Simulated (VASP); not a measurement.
# EuS (Fm-3m) in VASP: a series of runs

The runs below take EuS through single point, with PBE.

Program: VASP 6.6.1. These are calculated values, not measurements. Logs are shortened: lines on timing, memory, paths and dates and some standing lists are left out, and cuts for length are marked.

**1. The cell of the first run**

It takes space group Fm-3m (No. 225, cubic). Conventional cell: a = 5.836 Å, b = 5.836 Å, c = 5.836 Å, α = 90.00°, β = 90.00°, γ = 90.00°. Eu (site symmetry m-3m) has 6 S at 2.92 Å within 3.8 Å. S (site symmetry m-3m) has 6 Eu at 2.92 Å within 3.8 Å.

**2. Single point, PBE, collinear spin, ferromagnetic start (24.85 Å³/atom)**

Contents of INCAR:

```
SYSTEM = EuS
PREC     = Accurate       ! precision mode
ENCUT    = 600            ! plane-wave cutoff, eV
EDIFF    = 1E-6           ! SCF threshold, eV
ISMEAR   = -1             ! smearing method
SIGMA    = 0.05           ! smearing width, eV
LREAL    = .False.        ! projectors in reciprocal space
LASPH    = .True.         ! aspherical terms in the spheres
NELM     = 200            ! most SCF steps
ALGO     = Normal         ! electronic algorithm
ISIF     = 2              ! what is computed and relaxed
LWAVE    = .False.        ! write WAVECAR
LCHARG   = .False.        ! write CHGCAR
ISPIN    = 2              ! spin polarisation
MAGMOM   = 7 0            ! initial moments
LORBIT   = 11             ! projections on sites
LMAXMIX  = 6              ! l up to which the mixer works
GGA      = PE             ! functional
NBANDS   = 22             ! bands
GGA_COMPAT= .False.
```

Contents of KPOINTS:

```
regular mesh
0
Gamma
  10 10 10
  0 0 0
```

Contents of POSCAR:

```
EuS
1.0
    0.0000000000      2.9182144553      2.9182144553
    2.9182144553      0.0000000000      2.9182144553
    2.9182144553      2.9182144553      0.0000000000
Eu S
1 1
Direct
    0.0000000000      0.0000000000      0.0000000000
    0.5000000000      0.5000000000      0.5000000000
```

Potentials or basis: VASP PAW PBE potentials, release 64 (Eu, S).

Launch:

```
> cat potpaw_PBE.64/Eu/POTCAR potpaw_PBE.64/S/POTCAR > POTCAR
> mpirun -np 1 vasp_std > vasp.out
```

OUTCAR:

```text
SYSTEM = EuS
   PREC = Accurate
   ENCUT = 600
   EDIFF = 1E-6
   ISMEAR = -1
   LREAL = .False.
   LASPH = .True.
   NELM = 200
   ISIF = 2
   ISPIN = 2
   LORBIT = 11
   GGA = PE

 ion  position               nearest neighbor table
   1  0.000  0.000  0.000-   2 2.92   2 2.92   2 2.92   2 2.92   2 2.92   2 2.92
   2  0.500  0.500  0.500-   1 2.92   1 2.92   1 2.92   1 2.92   1 2.92   1 2.92

  LATTYP: Found a face centered cubic cell.
 ALAT       =     5.8364289106

  Lattice vectors:

 A1 = (   0.0000000000,   2.9182144553,   2.9182144553)
 A2 = (   2.9182144553,   0.0000000000,   2.9182144553)
 A3 = (   2.9182144553,   2.9182144553,   0.0000000000)

Analysis of symmetry for initial positions (statically):
=====================================================================
 Subroutine PRICEL returns:
 Original cell was already a primitive cell.

 Routine SETGRP: Setting up the symmetry group for a
 face centered cubic supercell.

 Subroutine GETGRP returns: Found 48 space group operations
 (whereof 48 operations were pure point group operations)
 out of a pool of 48 trial point group operations.

The static configuration has the point symmetry O_h .

Analysis of symmetry for dynamics (positions and initial velocities):
=====================================================================
 Subroutine PRICEL returns:
 Original cell was already a primitive cell.

 Routine SETGRP: Setting up the symmetry group for a
 face centered cubic supercell.

 Subroutine GETGRP returns: Found 48 space group operations
 (whereof 48 operations were pure point group operations)
 out of a pool of 48 trial point group operations.

The dynamic configuration has the point symmetry O_h .

Analysis of structural, dynamic, and magnetic symmetry:
=====================================================================
 Subroutine PRICEL returns:
 Original cell was already a primitive cell.

 Routine SETGRP: Setting up the symmetry group for a
 face centered cubic supercell.

 Subroutine GETGRP returns: Found 48 space group operations
 (whereof 48 operations were pure point group operations)
 out of a pool of 48 trial point group operations.

The overall configuration has the point symmetry O_h .

 Subroutine INISYM returns: Found 48 space group operations
 (whereof 48 operations are pure point group operations),
 and found     1 'primitive' translations

----------------------------------------------------------------------------------------

                                     Primitive cell

  volume of cell :      49.7029

  direct lattice vectors                    reciprocal lattice vectors
     0.000000000  2.918214455  2.918214455    -0.171337648  0.171337648  0.171337648
     2.918214455  0.000000000  2.918214455     0.171337648 -0.171337648  0.171337648
     2.918214455  2.918214455  0.000000000     0.171337648  0.171337648 -0.171337648

  length of vectors
     4.126978461  4.126978461  4.126978461     0.296765511  0.296765511  0.296765511

  position of ions in fractional coordinates (direct lattice)
     0.000000000  0.000000000  0.000000000
     0.500000000  0.500000000  0.500000000

  ion indices of the primitive-cell ions
   primitive index   ion index
                 1           1
                 2           2

----------------------------------------------------------------------------------------

 KPOINTS: regular mesh

Automatic generation of k-mesh.
 Grid dimensions read from file:
 generate k-points for:   10   10   10

 Generating k-lattice:

  Cartesian coordinates                     Fractional coordinates (reciprocal lattice)
    -0.017133765  0.017133765  0.017133765     0.100000000  0.000000000  0.000000000
     0.017133765 -0.017133765  0.017133765     0.000000000  0.100000000  0.000000000
     0.017133765  0.017133765 -0.017133765     0.000000000  0.000000000  0.100000000

  Length of vectors
     0.029676551  0.029676551  0.029676551

  Shift w.r.t. Gamma in fractional coordinates (k-lattice)
     0.000000000  0.000000000  0.000000000

 Subroutine IBZKPT returns following result:
 ===========================================

 Found     47 irreducible k-points:

 Following reciprocal coordinates:
            Coordinates               Weight
  0.000000  0.000000  0.000000      1.000000
  0.100000  0.000000  0.000000      8.000000
  0.200000  0.000000  0.000000      8.000000
  0.300000  0.000000  0.000000      8.000000
  0.400000  0.000000  0.000000      8.000000
  0.500000  0.000000  0.000000      4.000000
[... 16 lines left out ...]
  0.300000  0.300000  0.000000      6.000000
  0.400000  0.300000  0.000000     24.000000
 [... further k-points ...]
   k-points           NKPTS =     47   k-points in BZ     NKDIM =     47   number of bands    NBANDS=     22
   number of dos      NEDOS =    301   number of ions     NIONS =      2
   total plane-waves  NPLWV =  46656
   dimension x,y,z NGX =    36 NGY =   36 NGZ =   36
[... 47 lines left out ...]
  volume of cell :       49.70
 maximum number of plane-waves:      1676
 NGX is ok and might be reduce to    36
   NGX = 17   NGY = 17   NGZ = 17

 number of electron      23.0000003 magnetization       6.9547482

 Free energy of the ion-electron system (eV)
  ---------------------------------------------------
  ext. energy  EPLUGINS =         0.00000000
  ---------------------------------------------------
  free energy    TOTEN  =       -19.93022242 eV

  energy without entropy =      -19.91798078  energy(sigma->0) =      -19.92410160

 E-fermi :   4.6650     XC(G=0):  -9.9357

 val. band max:        4.6605752636   @ k =   0.1000   0.1000   0.0000
 cond. band min:       4.6787720528   @ k =   0.5000   0.4000   0.0000
 fundamental gap:      0.0181967892
 Fermi energy:         4.6649762329

 spin component 1

 k-point     1 :       0.0000    0.0000    0.0000
  band No.  band energies     occupation
      1     -36.7846      1.00000
      2     -15.4739      1.00000
      3     -15.4739      1.00000
      4     -15.4739      1.00000
      5      -8.9818      1.00000
      6       1.8465      1.00000
[... 14 lines left out ...]
     21       6.6012      0.00000
     22      12.1738      0.00000

 k-point     2 :       0.1000    0.0000    0.0000
  band No.  band energies     occupation
      1     -36.7829      1.00000
      2     -15.5178      1.00000
      3     -15.4768      1.00000
      4     -15.4768      1.00000
      5      -8.8892      1.00000
      6       1.4606      1.00000
[... 14 lines left out ...]
     21       7.0250      0.00000
     22      12.5925      0.00000
[... 523 lines left out ...]
     21      11.7968      0.00000
     22      12.2900      0.00000

 k-point    24 :       0.4000    0.3000    0.0000
  band No.  band energies     occupation
      1     -36.7658      1.00000
      2     -15.7408      1.00000
      3     -15.5733      1.00000
      4     -15.5622      1.00000
      5      -8.4468      1.00000
      6       0.1163      1.00000
[... 14 lines left out ...]
     21      10.9427      0.00000
     22      11.9851      0.00000

 [... further k-points ...]

 spin component 2

 k-point     1 :       0.0000    0.0000    0.0000
  band No.  band energies     occupation
      1     -33.7195      1.00000
      2     -13.2317      1.00000
      3     -13.2317      1.00000
      4     -13.2317      1.00000
      5      -8.9623      1.00000
      6       2.0308      1.00000
[... 14 lines left out ...]
     21       9.4027      0.00000
     22      13.3913      0.00000

 k-point     2 :       0.1000    0.0000    0.0000
  band No.  band energies     occupation
      1     -33.7172      1.00000
      2     -13.3039      1.00000
      3     -13.2350      1.00000
      4     -13.2350      1.00000
      5      -8.8476      1.00000
      6       1.6531      1.00000
[... 14 lines left out ...]
     21       9.4384      0.00000
     22      13.7582      0.00000
[... 523 lines left out ...]
     21      12.4177      0.00000
     22      13.2982      0.00000

 k-point    24 :       0.4000    0.3000    0.0000
  band No.  band energies     occupation
      1     -33.6937      1.00000
      2     -13.6135      1.00000
      3     -13.3637      1.00000
      4     -13.3479      1.00000
      5      -8.4140      1.00000
      6       0.3796      1.00000
[... 14 lines left out ...]
     21      11.8146      0.00000
     22      12.7912      0.00000

 [... further k-points ...]

------------------------ aborting loop because EDIFF is reached ----------------------------------------

  FORCE on cell =-STRESS in cart. coord.  units (eV):
  Direction    XX          YY          ZZ          XY          YZ          ZX
  --------------------------------------------------------------------------------------
  -------------------------------------------------------------------------------------
  Total        0.0332005      0.0332005      0.0332005      0.0000000      0.0000000     -0.0000000
  in kB        1.0702197      1.0702197      1.0702197      0.0000000      0.0000000     -0.0000000
  external PRESSURE =       1.0702197 kB  Pullay stress =       0.0000000 kB

 VOLUME and BASIS-vectors are now :
 -----------------------------------------------------------------------------
  energy-cutoff  :      600.00
  volume of cell :       49.70
      direct lattice vectors                 reciprocal lattice vectors
     0.000000000  2.918214455  2.918214455    -0.171337648  0.171337648  0.171337648
     2.918214455  0.000000000  2.918214455     0.171337648 -0.171337648  0.171337648
     2.918214455  2.918214455  0.000000000     0.171337648  0.171337648 -0.171337648

 POSITION                                       TOTAL-FORCE (eV/Angst)
 -----------------------------------------------------------------------------------
      0.00000      0.00000      0.00000         0.000000      0.000000     -0.000000
      2.91821      2.91821      2.91821        -0.000000      0.000000      0.000000
 -----------------------------------------------------------------------------------
    total drift:                               -0.000000      0.000000      0.000000

  FREE ENERGIE OF THE ION-ELECTRON SYSTEM (eV)
  ---------------------------------------------------
  free  energy   TOTEN  =       -19.9302224169 eV

  energy  without entropy=      -19.9179807755  energy(sigma->0) =      -19.92410160

 total charge

# of ion       s       p       d       f       tot
--------------------------------------------------
    1        2.030   5.759   0.348   6.624  14.760
    2        1.317   2.448   0.000   0.000   3.765
--------------------------------------------------
tot          3.347   8.207   0.348   6.624  18.525

 magnetization (x)

# of ion       s       p       d       f       tot
--------------------------------------------------
    1       -0.014  -0.112   0.101   6.587   6.562
    2       -0.008  -0.068   0.000   0.000  -0.075
--------------------------------------------------
tot         -0.022  -0.179   0.101   6.587   6.487
```

Wall time 4 min (1 thread of Intel Xeon 8259CL, shared host); peak memory 0.31 GiB.

What came out:

* Free energy: -19.9302 eV
* Pressure: 0.1 GPa
* Net moment: 6.95 μB per cell
* Site moments: Eu +6.56; S -0.07 μB
* Valence electrons inside the program's atomic spheres: Eu 14.76; S 3.77

Caveat: spin-orbit coupling is left out, which moves the levels of the heavy elements; a cell with one magnetic atom can't hold antiferromagnetic order, which such compounds often take; semilocal functionals describe open f shells poorly, which spoils levels, moments and volumes. With open d or f shells a metallic result of PBE can be an artefact of self-interaction; +U or a hybrid may open a gap.

**3. Single point, PBE, collinear spin, ferromagnetic start (25.90 Å³/atom)**

This run uses another cell than the first one, of 25.90 Å³/atom.

Contents of INCAR:

```
SYSTEM = EuS
PREC     = Accurate       ! precision mode
ENCUT    = 600            ! plane-wave cutoff, eV
EDIFF    = 1E-6           ! SCF threshold, eV
ISMEAR   = -1             ! smearing method
SIGMA    = 0.05           ! smearing width, eV
LREAL    = .FALSE.        ! projectors in reciprocal space
LASPH    = .TRUE.         ! aspherical terms in the spheres
NELM     = 200            ! most SCF steps
ALGO     = Normal         ! electronic algorithm
ISIF     = 2              ! what is computed and relaxed
LWAVE    = .FALSE.        ! write WAVECAR
LCHARG   = .FALSE.        ! write CHGCAR
ISPIN    = 2              ! spin polarisation
MAGMOM   = 7 0            ! initial moments
LORBIT   = 11             ! projections on sites
LMAXMIX  = 6              ! l up to which the mixer works
GGA      = PE             ! functional
NBANDS   = 22             ! bands
GGA_COMPAT= .FALSE.
```

Contents of KPOINTS:

```
Automatic mesh
0
G
  10 10 10
  0 0 0
```

Contents of POSCAR:

```
EuS
1.0
    0.0000000000      2.9585094648      2.9585094648
    2.9585094648      0.0000000000      2.9585094648
    2.9585094648      2.9585094648      0.0000000000
Eu S
1 1
Direct
    0.0000000000      0.0000000000      0.0000000000
    0.5000000000      0.5000000000      0.5000000000
```

Potentials or basis: VASP PAW PBE potentials, release 64 (Eu, S).

Launch:

```
> cat potpaw_PBE.64/Eu/POTCAR potpaw_PBE.64/S/POTCAR > POTCAR
> mpirun -np 1 vasp_std > vasp.out
```

Run time: 4.1 min. Hardware: 1 thread of Intel Xeon 8259CL, shared host; peak memory 0.32 GiB.

Results (log left out):

| Quantity | Value |
| --- | --- |
| Free energy | -19.9185 eV |
| Pressure | -1.9 GPa |
| Band gap on the k mesh | zero (filled and empty bands overlap) |
| Net moment | 6.97 μB per cell |
| Site moments | Eu +6.58; S -0.07 μB |
| Valence electrons inside the program's atomic spheres | Eu 14.75; S 3.75 |

Levels at points of the mesh, in eV from the Fermi level:
Spin up:
```
           k point  band 11  band 12  band 13  band 14  band 15  band 16  band 17  band 18  band 19  band 20
(0.00, 0.00, 0.00)    -0.28    -0.28     0.06     0.06     0.06     0.89     1.04     1.04     1.04     1.92
(0.50, 0.00, 0.00)    -0.41    -0.32    -0.32    -0.28    -0.27     2.97     3.26     3.68     3.68     6.67
(0.50, 0.50, 0.00)    -0.36    -0.34    -0.34    -0.29    -0.10    -0.10     3.09     3.31     4.59     4.73
```
Spin down:
```tsv
k point	band 6	band 7	band 8	band 9	band 10	band 11
(0.00, 0.00, 0.00)	-2.64	-2.64	-2.64	1.53	1.81	1.81
(0.50, 0.00, 0.00)	-5.21	-3.81	-3.81	2.86	4.06	4.06
(0.50, 0.50, 0.00)	-3.77	-2.99	-2.99	-0.22	3.96	4.03
```

Caveat: spin-orbit coupling is left out, which moves the levels of the heavy elements; a cell with one magnetic atom can't hold antiferromagnetic order, which such compounds often take; semilocal functionals describe open f shells poorly, which spoils levels, moments and volumes. The state reached can hang on the start; a lower one may exist.

**4. Single point, PBE, collinear spin, ferromagnetic start**

This run uses another cell than the first one, of 26.42 Å³/atom.

Contents of INCAR:

```
SYSTEM = EuS
  PREC = Accurate
  ENCUT = 600
  EDIFF = 1E-6
  ISMEAR = -1
  SIGMA = 0.05
  LREAL = .FALSE.
  LASPH = .TRUE.
  NELM = 200
  ALGO = Normal
  ISIF = 2
  LWAVE = .FALSE.
  LCHARG = .FALSE.
  ISPIN = 2
  MAGMOM = 7 0
  LORBIT = 11
  LMAXMIX = 6
  GGA = PE
  NBANDS = 22
  GGA_COMPAT = .FALSE.
```

KPOINTS is that of step 3.

Contents of POSCAR:

```
EuS
1.0
    0.0000000000      2.9785000000      2.9785000000
    2.9785000000      0.0000000000      2.9785000000
    2.9785000000      2.9785000000      0.0000000000
Eu S
1 1
Direct
    0.0000000000      0.0000000000      0.0000000000
    0.5000000000      0.5000000000      0.5000000000
```

Launch:

```
> cat potpaw_PBE.64/Eu/POTCAR potpaw_PBE.64/S/POTCAR > POTCAR
> mpirun -np 1 vasp_std > vasp.out
```

It took 5.7 min on 1 thread of Intel Xeon 8259CL, shared host; peak memory 0.32 GiB.

The run converged. Its results:

```yaml
Free_energy: -19.9033 eV
Pressure: -2.8 GPa
Band_gap_on_the_k_mesh: zero (filled and empty bands overlap)
Net_moment: 6.98 μB per cell
Site_moments: Eu +6.59; S -0.07 μB
Valence_electrons_inside_the_program's_atomic_spheres: Eu 14.74; S 3.75
```

Levels at points of the mesh, in eV from the Fermi level:
Spin up:
```
           k point  band 13  band 14  band 15  band 16  band 17  band 18
(0.00, 0.00, 0.00)     0.04     0.04     0.04     0.78     1.05     1.05
(0.50, 0.00, 0.00)    -0.32    -0.28    -0.27     2.91     3.19     3.61
(0.50, 0.50, 0.00)    -0.33    -0.29    -0.11    -0.11     3.06     3.19
```
Spin down:
| k point | band 6 | band 7 | band 8 | band 9 | band 10 | band 11 |
| --- | --- | --- | --- | --- | --- | --- |
| (0.00, 0.00, 0.00) | -2.64 | -2.64 | -2.64 | 1.41 | 1.82 | 1.82 |
| (0.50, 0.00, 0.00) | -5.16 | -3.77 | -3.77 | 2.84 | 4.01 | 4.07 |
| (0.50, 0.50, 0.00) | -3.78 | -2.99 | -2.99 | -0.17 | 3.91 | 3.93 |

Caveat: spin-orbit coupling is left out, which moves the levels of the heavy elements; a cell with one magnetic atom can't hold antiferromagnetic order, which such compounds often take; semilocal functionals describe open f shells poorly, which spoils levels, moments and volumes.

**5. Summary**

| cell | gap on the mesh (eV) | pressure (GPa) | moment (μB) |
| --- | --- | --- | --- |
| a = 4.127 Å, angles 60.0°, 2 atoms | none | 0.1 | 6.95 |
| a = 4.184 Å, angles 60.0°, 2 atoms | none | -1.9 | 6.97 |
| a = 4.212 Å, angles 60.0°, 2 atoms | none | -2.8 | 6.98 |

Alike in all rows: task single point; level PBE; potentials or basis VASP PAW PBE potentials, release 64 (Eu, S); spin collinear, ferromagnetic start; k mesh 10 × 10 × 10; cutoff (eV) 600; smearing fermi-dirac 0.05 eV.

Caveats: spin-orbit coupling is left out, which moves the levels of the heavy elements; a cell with one magnetic atom can't hold antiferromagnetic order, which such compounds often take; semilocal functionals describe open f shells poorly, which spoils levels, moments and volumes.

Absolute energies hang on the potentials; compare differences alone.
